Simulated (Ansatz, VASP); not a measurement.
# KZnF3 in VASP and in Ansatz

```xyz
5
Lattice="4.0500 0.0000 0.0000 0.0000 4.0500 0.0000 0.0000 0.0000 4.0500" Properties=species:S:1:pos:R:3 pbc="T T T"
K     0.0000    0.0000    0.0000
Zn    2.0250    2.0250    2.0250
F     2.0250    2.0250    0.0000
F     0.0000    2.0250    2.0250
F     2.0250    0.0000    2.0250
```

Alike in both runs: task electric field gradients; functional r2SCAN; k mesh 6 × 6 × 6; occupations fermi-dirac, width 0.02 eV; no spin polarisation.

|  | VASP | Ansatz |
| --- | --- | --- |
| version | VASP 6.6.1 | Ansatz 0.2.0 |
| potentials or method | VASP PAW PBE potentials, release 64 (K_sv, Zn, F) | plane-wave PAW, scalar-relativistic |
| plane-wave cutoff (eV) | 520 | 500 |
| valence electrons in the cell | 42 | 42 |

```tsv
	VASP	Ansatz	Ansatz less VASP
gap on the k mesh at the Fermi level (eV)	4.58	4.63	+0.051
pressure (GPa)	0.0	-0.2	-0.25
size of Vzz on the site where it differs most (V/Å²)	93.4	93.1	-0.33
```

VASP's potentials were made for PBE, not for r2SCAN.
